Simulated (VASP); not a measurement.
Input of a VASP 6.6.1 run:

INCAR

```
PREC = Accurate
ENCUT = 520
EDIFF = 1E-6
ISMEAR = 0
SIGMA = 0.03
LREAL = F
LASPH = T
NELM = 60
ALGO = Fast
ISIF = 2
LWAVE = F
LCHARG = T
GGA = PS
LELF = T
LVHAR = T
NBANDS = 11
```

The input KPOINTS:

```
Automatic mesh
0
Gamma
  10 10 10
```

File POSCAR:

```
Sr
1.0
    0.0000000000      3.1640440000      3.2857380000
    3.1640440000      0.0000000000      3.2857380000
    3.1640440000      3.1640440000      0.0000000000
Sr
1
Direct
    0.0000000000      0.0000000000      0.0000000000
```

Potentials or basis: VASP PAW PBE potentials, release 64 (Sr_sv).

The run is started by

```sh
$ cat potpaw_PBE.64/Sr_sv/POTCAR > POTCAR
$ mpirun -np 1 vasp_std > vasp.out
```

Q: Predict the pressure.

A: -1.9 GPa.

Q: Estimate the band gap on the k mesh.

A: Zero (band 5 reaches 1.04 eV, above the bottom of band 6 at 0.85 eV).

Stress tensor (GPa, compression positive):
```
-1.89  0.00  0.00
 0.00 -1.89  0.00
 0.00  0.00 -2.04
```

Caveat: the cell differs from its parent crystal (strain +0.040 along x and y, +0.080 along z); the PAW data sets were made with another functional, which shifts forces and pressure a little.
